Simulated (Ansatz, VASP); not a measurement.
**Ni in VASP and in Ansatz**

```
Ni
1.0
     0.00000    1.76910    1.76910
     1.76910    0.00000    1.76910
     1.76910    1.76910    0.00000
Ni
1
Direct
  0.00000 0.00000 0.00000
```

Alike in both runs: task single point; functional PBE; k mesh 13 × 13 × 13; occupations fermi-dirac, width 0.1 eV; collinear spin; Hubbard terms Ni d U = 3.8 eV.

|  | VASP | Ansatz |
| --- | --- | --- |
| version | VASP 6.6.1 | Ansatz 0.2.0 |
| potentials or method | VASP PAW PBE potentials, release 64 (Ni_sv_GW), cutoff 590 eV | PAW, plane waves, scalar-relativistic |
| valence electrons in the cell | 18 | 18 |

```tsv
	VASP	Ansatz	Ansatz less VASP
pressure (GPa)	-3.7	-1.7	+2.00
net moment per atom (μB)	0.86	0.66	-0.195
size of the moment on the site where the two differ most (μB)	0.94	0.72	-0.226
```

The net moments are unlike, so the other rows may belong to different states. Site moments also hang on the region over which each program counts them. The programs project onto different local orbitals, so the same U acts differently, and such runs can settle in different states. Ansatz's warnings: filled band counts differ across k points, magnetization residual over threshold.
